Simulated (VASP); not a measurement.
Here is a VASP 6.6.1 calculation.

Contents of INCAR:

```
SYSTEM = Sn
PREC     = Accurate       ! precision mode
ENCUT    = 520            ! plane-wave cutoff, eV
EDIFF    = 1E-6           ! SCF threshold, eV
ISMEAR   = 1              ! smearing method
SIGMA    = 0.1            ! smearing width, eV
LREAL    = .False.        ! projectors in reciprocal space
LASPH    = .True.         ! aspherical terms in the spheres
NELM     = 100            ! most SCF steps
ALGO     = Normal         ! electronic algorithm
ISIF     = 2              ! what is computed and relaxed
LWAVE    = .False.        ! write WAVECAR
LCHARG   = .True.         ! write CHGCAR
LELF     = .True.         ! ELF
LVHAR    = .True.       
NBANDS   = 13             ! bands
```

The input KPOINTS:

```
regular mesh
0
Gamma
  14 14 14
  0 0 0
```

POSCAR

```
Sn
1.0
   -1.7265400000      1.7755500000      2.3851068000
    1.7265400000     -1.7755500000      2.3851068000
    1.7265400000      1.7755500000     -2.3851068000
Sn
1
Direct
    0.0000000000      0.0000000000      0.0000000000
```

Potentials or basis: VASP PAW LDA potentials, release 64 (Sn_d).

Run with:

```sh
$ cat potpaw_LDA.64/Sn_d/POTCAR > POTCAR
$ mpirun -np 1 vasp_std > vasp.out
```

Question: Estimate the pressure.

Answer: -5.2 GPa.

Question: Estimate the band gap on the k mesh.

Answer: Zero (bands 7 and 8 overlap by 8.52 eV).

Stress tensor (GPa, compression positive):
```
-5.20  0.00  0.00
 0.00 -4.99  0.00
 0.00  0.00 -5.41
```

Caveat: the cell stands under tension; spin-orbit coupling is left out, which moves the levels of the heavy elements.
